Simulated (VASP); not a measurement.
# MoS2 in VASP: a series of runs

MoS2 is run at these levels: LDA, BLYP+D4, PBE; tasks: relaxation of cell and atoms, single point, relaxation of the atoms.

All numbers are computed with VASP 6.6.1; they aren't measurements. Logs are shortened: lines on timing, memory, paths and dates and some standing lists are left out, and cuts for length are marked.

## Step 1: The cell of the first run

The cell holds a slab with vacuum, 9 atoms: a = 3.184 Å, b = 3.184 Å, c = 28.387 Å, α = 90.00°, β = 90.00°, γ = 120.00°.

## Step 2: Relaxation of cell and atoms, LDA

Input file INCAR:

```
PREC     = Accurate       # precision mode
ENCUT    = 600            # plane-wave cutoff, eV
EDIFF    = 1E-7           # SCF threshold, eV
ISMEAR   = -1             # smearing method
SIGMA    = 0.05           # smearing width, eV
LREAL    = False          # projectors in reciprocal space
LASPH    = True           # aspherical terms in the spheres
NELM     = 80             # most SCF steps
ALGO     = Normal         # electronic algorithm
ISIF     = 3              # what is computed and relaxed
LWAVE    = False          # write WAVECAR
LCHARG   = False          # write CHGCAR
GGA      = CA             # functional
IBRION   = 2              # ionic algorithm
NSW      = 60             # ionic steps
EDIFFG   = -0.01          # ionic threshold
```

Input file KPOINTS:

```
Automatic mesh
0
Gamma
  10 10 1
```

Input file POSCAR:

```
MoS2
1.0
    3.1840155185      0.0000000000      0.0000000000
   -1.5920077592      2.7574383250      0.0000000000
    0.0000000000      0.0000000000     28.3873198000
Mo S
3 6
Direct
    0.3333333333      0.6666666667      0.2281647700
    0.3333333333      0.6666666667      0.7718352300
    0.6666666667      0.3333333333      0.0000000000
    0.6666666667      0.3333333333      0.1734930900
    0.6666666667      0.3333333333      0.7171875100
    0.3333333333      0.6666666667      0.9453341200
    0.6666666667      0.3333333333      0.2828124900
    0.6666666667      0.3333333333      0.8265069100
    0.3333333333      0.6666666667      0.0546658800
```

Potentials or basis: VASP PAW LDA potentials, release 64 (Mo_sv, S).

The run is started by

```sh
$ cat potpaw_LDA.64/Mo_sv/POTCAR potpaw_LDA.64/S/POTCAR > POTCAR
$ mpirun -np 1 vasp_std > vasp.out
```

OUTCAR:

```text
PREC = Accurate
   ENCUT = 600
   EDIFF = 1E-7
   ISMEAR = -1
   LREAL = False
   LASPH = True
   NELM = 80
   ISIF = 3
   GGA = CA
   IBRION = 2
   NSW = 60
   EDIFFG = -0.01

 ion  position               nearest neighbor table
   1  0.333  0.667  0.228-   7 2.41   7 2.41   7 2.41   4 2.41   4 2.41   4 2.41
   2  0.333  0.667  0.772-   5 2.41   5 2.41   5 2.41   8 2.41   8 2.41   8 2.41
   3  0.667  0.333  0.000-   6 2.41   9 2.41   6 2.41   9 2.41   6 2.41   9 2.41
   4  0.667  0.333  0.173-   1 2.41   1 2.41   1 2.41
   5  0.667  0.333  0.717-   2 2.41   2 2.41   2 2.41
   6  0.333  0.667  0.945-   3 2.41   3 2.41   3 2.41
   7  0.667  0.333  0.283-   1 2.41   1 2.41   1 2.41
   8  0.667  0.333  0.827-   2 2.41   2 2.41   2 2.41
   9  0.333  0.667  0.055-   3 2.41   3 2.41   3 2.41

  LATTYP: Found a hexagonal cell.
 ALAT       =     3.1840155185
 C/A-ratio  =     8.9155720615

  Lattice vectors:

 A1 = (   3.1840155185,   0.0000000000,   0.0000000000)
 A2 = (  -1.5920077592,   2.7574383250,   0.0000000000)
 A3 = (   0.0000000000,   0.0000000000,  28.3873198000)

Analysis of symmetry for initial positions (statically):
=====================================================================
 Subroutine PRICEL returns:
 Original cell was already a primitive cell.

 Routine SETGRP: Setting up the symmetry group for a
 hexagonal supercell.

 Subroutine GETGRP returns: Found 12 space group operations
 (whereof 12 operations were pure point group operations)
 out of a pool of 24 trial point group operations.

The static configuration has the point symmetry D_3h.

Analysis of symmetry for dynamics (positions and initial velocities):
=====================================================================
 Subroutine PRICEL returns:
 Original cell was already a primitive cell.

 Routine SETGRP: Setting up the symmetry group for a
 hexagonal supercell.

 Subroutine GETGRP returns: Found 12 space group operations
 (whereof 12 operations were pure point group operations)
 out of a pool of 24 trial point group operations.

The dynamic configuration has the point symmetry D_3h.

 Subroutine INISYM returns: Found 12 space group operations
 (whereof 12 operations are pure point group operations),
 and found     1 'primitive' translations

----------------------------------------------------------------------------------------

                                     Primitive cell

  volume of cell :     249.2329

  direct lattice vectors                    reciprocal lattice vectors
     3.184015518  0.000000000  0.000000000     0.314068821  0.181327718  0.000000000
    -1.592007759  2.757438325  0.000000000     0.000000000  0.362655437  0.000000000
     0.000000000  0.000000000 28.387319800     0.000000000  0.000000000  0.035226996

  length of vectors
     3.184015518  3.184015518 28.387319800     0.362655437  0.362655437  0.035226996

  position of ions in fractional coordinates (direct lattice)
     0.333333333  0.666666667  0.228164770
     0.333333333  0.666666667  0.771835230
     0.666666667  0.333333333  0.000000000
     0.666666667  0.333333333  0.173493090
     0.666666667  0.333333333  0.717187510
     0.333333333  0.666666667  0.945334120
     0.666666667  0.333333333  0.282812490
     0.666666667  0.333333333  0.826506910
     0.333333333  0.666666667  0.054665880

  ion indices of the primitive-cell ions
   primitive index   ion index
                 1           1
                 2           2
                 3           3
                 4           4
                 5           5
                 6           6
                 7           7
                 8           8
                 9           9

----------------------------------------------------------------------------------------

 KPOINTS: Automatic mesh

Automatic generation of k-mesh.
 Grid dimensions read from file:
 generate k-points for:   10   10    1

 Generating k-lattice:

  Cartesian coordinates                     Fractional coordinates (reciprocal lattice)
     0.031406882  0.018132772  0.000000000     0.100000000  0.000000000  0.000000000
     0.000000000  0.036265544  0.000000000     0.000000000  0.100000000  0.000000000
     0.000000000  0.000000000  0.035226996     0.000000000  0.000000000  1.000000000

  Length of vectors
     0.036265544  0.036265544  0.035226996

  Shift w.r.t. Gamma in fractional coordinates (k-lattice)
     0.000000000  0.000000000  0.000000000

 Subroutine IBZKPT returns following result:
 ===========================================

 Found     14 irreducible k-points:

 Following reciprocal coordinates:
            Coordinates               Weight
  0.000000  0.000000  0.000000      1.000000
  0.100000  0.000000  0.000000      6.000000
  0.200000  0.000000  0.000000      6.000000
  0.300000  0.000000  0.000000      6.000000
  0.400000  0.000000  0.000000      6.000000
  0.500000  0.000000  0.000000      3.000000
  0.100000  0.100000  0.000000      6.000000
  0.200000  0.100000  0.000000     12.000000
  0.300000  0.100000  0.000000     12.000000
  0.400000  0.100000  0.000000     12.000000
  0.200000  0.200000  0.000000      6.000000
  0.300000  0.200000  0.000000     12.000000
  0.400000  0.200000  0.000000      6.000000
  0.300000  0.300000  0.000000      6.000000
   k-points           NKPTS =     14   k-points in BZ     NKDIM =     14   number of bands    NBANDS=     46
   number of dos      NEDOS =    301   number of ions     NIONS =      9
   total plane-waves  NPLWV = 188160
   dimension x,y,z NGX =    28 NGY =   28 NGZ =  240
   dimension x,y,z NGXF=    56 NGYF=   56 NGZF=  480
   ions per type =               3   6
   NGX,Y,Z   is equivalent  to a cutoff of  14.62, 14.62, 14.06 a.u.
   NGXF,Y,Z  is equivalent  to a cutoff of  29.24, 29.24, 28.11 a.u.
 SYSTEM =  unknown system
   PREC   = accura    normal or accurate (medium, high low for compatibility)
   ISTART =      0    job   : 0-new  1-cont  2-samecut
   ICHARG =      2    charge: 1-file 2-atom 10-const
   ISPIN  =      1    spin polarized calculation?
   LNONCOLLINEAR =      F non collinear calculations
   LSORBIT =      F    spin-orbit coupling
   LASPH  =      T    aspherical Exc in radial PAW
   ENCUT  =  600.0 eV  44.10 Ry    6.64 a.u.   6.36  6.36 56.70*2*pi/ulx,y,z
   NELM   =     80;   NELMIN=  2; NELMDL= -5     # of ELM steps
   EDIFF  = 0.1E-06   stopping-criterion for ELM
   LREAL  =      F    real-space projection
   EDIFFG = -.1E-01   stopping-criterion for IOM
   NSW    =     60    number of steps for IOM
   IBRION =      2    ionic relax: 0-MD 1-quasi-New 2-CG
   NFREE  =      1    steps in history (QN), initial steepest desc. (CG)
   ISIF   =      3    stress and relaxation
   ISYM   =      2    0-nonsym 1-usesym 2-fastsym
   POTIM  = 0.5000    time-step for ionic-motion
   TEBEG  =    0.0;   TEEND  =   0.0 temperature during run
   PSTRESS=    0.0 pullay stress
   NELECT =      78.0000    total number of electrons
   NUPDOWN=      -1.0000    fix difference up-down
   EMIN   =  10.00;   EMAX   =-10.00  energy-range for DOS
   EFERMI =   0.00;   METHOD = LEGACY
   ISMEAR =    -1;   SIGMA  =   0.05  broadening in eV -4-tet -1-fermi 0-gaus
   EFERMI_NEDOS =   21; number of points for ismear=-14 and -15
   IALGO  =     38    algorithm
   IMIX   =      4    mixing-type and parameters
     AMIX     =   0.40;   BMIX     =  1.00
     AMIX_MAG =   1.60;   BMIX_MAG =  1.00
  volume/ion in A,a.u.               =      27.69       186.88
  Fermi-wavevector in a.u.,A,eV,Ry     =   1.111487  2.100407 16.808697  1.235404
  Thomas-Fermi vector in A             =   2.248051
   LORBIT       =      0    0 simple, 1 ext, 2 COOP (PROOUT), +10 PAW based schemes
   GGA     = CA    functional components
   LHFCALC =     F    Hartree Fock is set to
   AEXX    =    0.0000 exact exchange contribution
   IVDW    =     0    specifies the selected vdW correction
   LEPSILON=     F    determine dielectric tensor
   LRPA    =     F    only Hartree local field effects (RPA)
 conjugate gradient relaxation of ions
 non-spin polarized calculation
  energy-cutoff  :      600.00
  volume of cell :      249.23
 maximum number of plane-waves:      8373
 NGX is ok and might be reduce to    28
   NGX = 13   NGY = 13   NGZ =113

--------------------------------------- Ionic step        1  -------------------------------------------

 number of electron      77.9999997 magnetization

 Free energy of the ion-electron system (eV)
  ---------------------------------------------------
  ext. energy  EPLUGINS =         0.00000000
  ---------------------------------------------------
  free energy    TOTEN  =       -73.14687453 eV

  energy without entropy =      -73.14687416  energy(sigma->0) =      -73.14687435

------------------------ aborting loop because EDIFF is reached ----------------------------------------

  FORCE on cell =-STRESS in cart. coord.  units (eV):
  Direction    XX          YY          ZZ          XY          YZ          ZX
  --------------------------------------------------------------------------------------
  -------------------------------------------------------------------------------------
  Total       -6.6502924     -6.6502924     -4.1986565     -0.0000000      0.0000000     -0.0000000
  in kB      -42.7509677    -42.7509677    -26.9907874     -0.0000000      0.0000000     -0.0000000
  external PRESSURE =     -37.4975743 kB  Pullay stress =       0.0000000 kB
[... 110 lines left out ...]
  FREE ENERGIE OF THE ION-ELECTRON SYSTEM (eV)
  ---------------------------------------------------
  free  energy   TOTEN  =       -73.2600563583 eV

  energy  without entropy=      -73.2600561375  energy(sigma->0) =      -73.26005625

[... ionic steps 4 to 16 ...]

--------------------------------------- Ionic step       17  -------------------------------------------

 number of electron      78.0000000 magnetization

------------------------ aborting loop because EDIFF is reached ----------------------------------------

  FORCE on cell =-STRESS in cart. coord.  units (eV):
  Direction    XX          YY          ZZ          XY          YZ          ZX
  --------------------------------------------------------------------------------------
  -------------------------------------------------------------------------------------
  Total        0.1513340      0.1513340     -0.0339080      0.0000000      0.0000000      0.0000000
  in kB        1.0807391      1.0807391     -0.2421514      0.0000000      0.0000000      0.0000000
  external PRESSURE =       0.6397756 kB  Pullay stress =       0.0000000 kB
[... 71 lines left out ...]
  energy  without entropy=      -73.3324333017  energy(sigma->0) =      -73.33243464

--------------------------------------- Ionic step       19  -------------------------------------------

 number of electron      78.0000000 magnetization

 Free energy of the ion-electron system (eV)
  ---------------------------------------------------
  ext. energy  EPLUGINS =         0.00000000
  ---------------------------------------------------
  free energy    TOTEN  =       -73.33246056 eV

  energy without entropy =      -73.33245786  energy(sigma->0) =      -73.33245921

 E-fermi :   4.1111     XC(G=0):  -8.1406

 val. band max:        3.6574711280   @ k =   0.0000   0.0000   0.0000
 cond. band min:       4.6675160219   @ k =   0.2000   0.2000   0.0000
 fundamental gap:      1.0100448939
 Fermi energy:         4.1110532299

 k-point     1 :       0.0000    0.0000    0.0000
  band No.  band energies     occupation
      1     -57.4116      2.00000
      2     -57.4079      2.00000
      3     -57.4079      2.00000
      4     -31.8046      2.00000
      5     -31.8021      2.00000
      6     -31.8021      2.00000
[... 711 lines left out ...]
  FREE ENERGIE OF THE ION-ELECTRON SYSTEM (eV)
  ---------------------------------------------------
  free  energy   TOTEN  =       -73.3324605596 eV

  energy  without entropy=      -73.3324578593  energy(sigma->0) =      -73.33245921

 reached required accuracy - stopping structural energy minimisation
```

Wall time 53 min (1 thread of Intel Xeon 6975P-C (Granite Rapids), shared host); peak memory 0.48 GiB.

Results:

| Quantity | Value |
| --- | --- |
| Free energy | -73.3325 eV |
| Relaxed cell | a = 3.123 Å, b = 3.123 Å, c = 26.607 Å, α = 90.00°, β = 90.00°, γ = 120.00° |
| Space group after relaxing (to 0.1 Å) | P-6m2 (No. 187) |
| Energy gained by relaxing | 20.6 meV/atom |
| Ionic steps | 19 |
| Largest force after relaxing | 0.008 eV/Å |
| Band gap on the k mesh | 1.01 eV (least direct gap 2.02 eV) |

Forces in eV/Å, atoms in the order of the input:
```
Mo   0.000  0.000 -0.004
Mo   0.000  0.000  0.004
Mo   0.000  0.000  0.000
S    0.000  0.000  0.002
S    0.000  0.000 -0.004
S    0.000  0.000  0.008
S    0.000  0.000  0.004
S    0.000  0.000 -0.002
S    0.000  0.000 -0.008
```

Step by step:
| step | energy change (eV) | largest force (eV/Å) | pressure (GPa) | volume (Å³) |
| --- | --- | --- | --- | --- |
| 1 | 0.0000 | 0.3800 | -3.75 | 249.23 |
| 2 | 0.2569 | 1.6059 | 8.00 | 226.56 |
| 3 | -0.1132 | 0.3224 | -0.11 | 240.83 |
| 4 | -0.1132 | 0.3356 | -0.03 | 240.66 |
| 5 | -0.1347 | 0.0626 | -0.07 | 238.65 |
| 6 | -0.1349 | 0.0897 | -0.07 | 238.85 |
| 7 | -0.1375 | 0.0923 | -0.10 | 238.41 |
| 8 | -0.1452 | 0.1010 | -0.18 | 237.09 |
| 9 | -0.1589 | 0.1203 | -0.32 | 234.45 |
| 10 | -0.1772 | 0.2387 | -0.49 | 229.13 |
| 11 | -0.1325 | 0.5624 | -0.26 | 218.40 |
| 12 | -0.1787 | 0.2629 | -0.24 | 227.85 |
| 13 | -0.1811 | 0.1873 | -0.21 | 227.31 |
| 14 | -0.1847 | 0.0700 | -0.09 | 225.68 |
| 15 | -0.1848 | 0.0870 | -0.07 | 225.38 |
| 16 | -0.1852 | 0.0639 | -0.03 | 225.12 |
| 17 | -0.1855 | 0.0081 | 0.06 | 224.35 |
| 18 | -0.1856 | 0.0184 | 0.03 | 224.60 |
| 19 | -0.1856 | 0.0080 | 0.01 | 224.67 |

Final structure:
```
Mo S
1.0
     3.12255    0.00000    0.00000
    -1.56127    2.70420    0.00000
     0.00000    0.00000   26.60666
Mo S
3 6
Direct
  0.33333 0.66667 0.22685
  0.33333 0.66667 0.77315
  0.66667 0.33333 0.00000
  0.66667 0.33333 0.16839
  0.66667 0.33333 0.71481
  0.33333 0.66667 0.94155
  0.66667 0.33333 0.28519
  0.66667 0.33333 0.83161
  0.33333 0.66667 0.05845
```

Caveat: there is no dipole correction, which matters where the two faces differ.

## Step 3: Single point, BLYP+D4

This run uses another cell than the first one.

Input file INCAR:

```
SYSTEM = MoS2
  AGGAC = 1.0
  AGGAX = 1.0
  ALDAC = 0.0
  ALDAX = 1.0
  ALGO = Normal
  EDIFF = 1E-7
  ENCUT = 520
  GGA = B5
  ISIF = 2
  ISMEAR = -1
  IVDW = 13
  LASPH = .TRUE.
  LCHARG = .FALSE.
  LREAL = .FALSE.
  LWAVE = .FALSE.
  NBANDS = 49
  NELM = 100
  PREC = Accurate
  SIGMA = 0.05
  VDW_A1 = 0.44488865
  VDW_A2 = 4.0933009
  VDW_S6 = 1.0
  VDW_S8 = 2.34076671
```

Input file KPOINTS:

```
k-points
0
G
  10 10 1
  0 0 0
```

Input file POSCAR:

```
MoS2
1.0
    3.1973541952      0.0000000000      0.0000000000
   -1.5986770976      2.7689899579      0.0000000000
    0.0000000000      0.0000000000     27.0896017555
Mo S
3 6
Direct
    0.3333333333      0.6666666667      0.2212560209
    0.3333333333      0.6666666667      0.7787439791
    0.6666666667      0.3333333333      0.0000000000
    0.6666666667      0.3333333333      0.1634163505
    0.6666666667      0.3333333333      0.7207407611
    0.3333333333      0.6666666667      0.9421629637
    0.6666666667      0.3333333333      0.2792592389
    0.6666666667      0.3333333333      0.8365836495
    0.3333333333      0.6666666667      0.0578370363
```

Potentials or basis: VASP PAW PBE potentials, release 64 (Mo_sv, S).

The run is started by

```sh
$ cat potpaw_PBE.64/Mo_sv/POTCAR potpaw_PBE.64/S/POTCAR > POTCAR
$ mpirun -np 1 vasp_std > vasp.out
```

It took 12 min on 1 thread of AMD EPYC 7R13, shared host; peak memory 0.38 GiB.

Results (log left out):

```
Free energy                : -64.5838 eV
Largest force              : 0.010 eV/Å
Band gap on the k mesh     : 0.98 eV (least direct gap 1.81 eV)
Dispersion energy per atom : -0.762 eV
```

Forces on the atoms (eV/Å):
```
Mo   0.000  0.000  0.007
Mo   0.000  0.000 -0.007
Mo   0.000  0.000  0.000
S    0.000  0.000  0.010
S    0.000  0.000 -0.002
S    0.000  0.000  0.005
S    0.000  0.000  0.002
S    0.000  0.000 -0.010
S    0.000  0.000 -0.005
```

Levels at points of the mesh, in eV from the valence-band top:
```
           k point  band 35  band 36  band 37  band 38  band 39  band 40  band 41  band 42  band 43  band 44
(0.00, 0.00, 0.00)    -2.17    -1.58    -0.91    -0.29     0.00     1.98     1.98     2.00     2.00     2.03
(0.50, 0.00, 0.00)    -1.67    -1.59    -1.31    -1.24    -1.19     1.44     1.47     1.49     1.88     1.98
```

Caveat: there is no dipole correction, which matters where the two faces differ; the PAW data sets were made with another functional, which shifts forces and pressure a little.

[end of part 1 of 2]
